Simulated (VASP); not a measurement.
Crystal: Al3Si2F.

```xyz
6
Lattice="3.4619 0.0000 0.0000 0.0000 4.0559 0.0000 0.0000 0.0000 7.0493" Properties=species:S:1:pos:R:3 pbc="T T T"
Al    1.7310    0.0000    5.8710
Al    1.7310    0.0000    1.1838
Al    1.7310    2.0280    4.6833
Si    0.0000    2.0280    0.0148
Si    0.0000    0.0000    3.5103
F     1.7310    2.0280    2.3600
```

* Program: VASP 6.6.1
* Task: relaxation of cell and atoms
* Functional: PBE
* Potentials or basis: VASP PAW PBE potentials, release 64 (Al, Si, F)
* Cutoff: 600 eV
* k mesh: 4 × 3 × 2
* Occupations: gaussian, width 0.15 eV
* Spin: no spin polarisation

At the start: pressure 0.4 GPa; volume 16.50 Å³/atom.

Problem. How do energy, volume and symmetry change on relaxing?

Solution. Over 23 steps the energy falls by 442.4 meV/atom and the volume is 15.73 Å³/atom (-4.6 %); space group Pmm2 (No. 25, to 0.05 Å).

Step by step:
| step | energy change (eV) | largest force (eV/Å) | pressure (GPa) | volume (Å³) |
| --- | --- | --- | --- | --- |
| 1 | 0.0000 | 2.8582 | 0.37 | 98.98 |
| 2 | -1.2443 | 2.1358 | -4.17 | 99.27 |
| 3 | -1.6914 | 1.7072 | -4.94 | 99.16 |
| 4 | -1.8143 | 1.0910 | -4.15 | 98.21 |
| 5 | -1.8658 | 1.2983 | -4.92 | 98.67 |
| 6 | -2.1619 | 0.7763 | 3.65 | 89.81 |
| 7 | -2.1715 | 0.7982 | 2.08 | 91.00 |
| 8 | -2.3396 | 0.6429 | 1.25 | 92.11 |
| 9 | -2.3958 | 0.8533 | 1.00 | 92.91 |
| 10 | -2.3985 | 0.9456 | 0.97 | 93.20 |
| 11 | -2.4821 | 0.2948 | -1.92 | 95.84 |
| 12 | -2.4832 | 0.3276 | -2.23 | 96.18 |
| 13 | -2.5432 | 0.5289 | 0.28 | 92.98 |
| 14 | -2.5435 | 0.5448 | 0.47 | 92.75 |
| 15 | -2.5790 | 0.3729 | 0.68 | 92.53 |
| 16 | -2.6053 | 0.2330 | 1.52 | 92.03 |
| 17 | -2.6255 | 0.2291 | 0.88 | 93.03 |
| 18 | -2.6355 | 0.3002 | 0.09 | 94.42 |
| 19 | -2.6436 | 0.2008 | 0.03 | 94.50 |
| 20 | -2.6492 | 0.1366 | -0.08 | 94.64 |
| 21 | -2.6524 | 0.1105 | -0.07 | 94.57 |
| 22 | -2.6533 | 0.1100 | -0.06 | 94.50 |
| 23 | -2.6546 | 0.0793 | 0.12 | 94.39 |

Final structure:
```
Al Si F
1.0
     3.09400    0.00000    0.00000
     0.00000    4.24521    0.00000
     0.00000    0.00000    7.18598
Al Si F
3 2 1
Direct
  0.50000 0.00000 0.87971
  0.50000 0.00000 0.25736
  0.50000 0.50000 0.57707
  0.00000 0.50000 0.92791
  0.00000 0.00000 0.55515
  0.50000 0.50000 0.30280
```

Caveat: the k points lie up to 0.51 Å⁻¹ apart in the final cell; the relaxation stopped at a loose force limit of 0.08 eV/Å, so its end isn't a converged minimum.
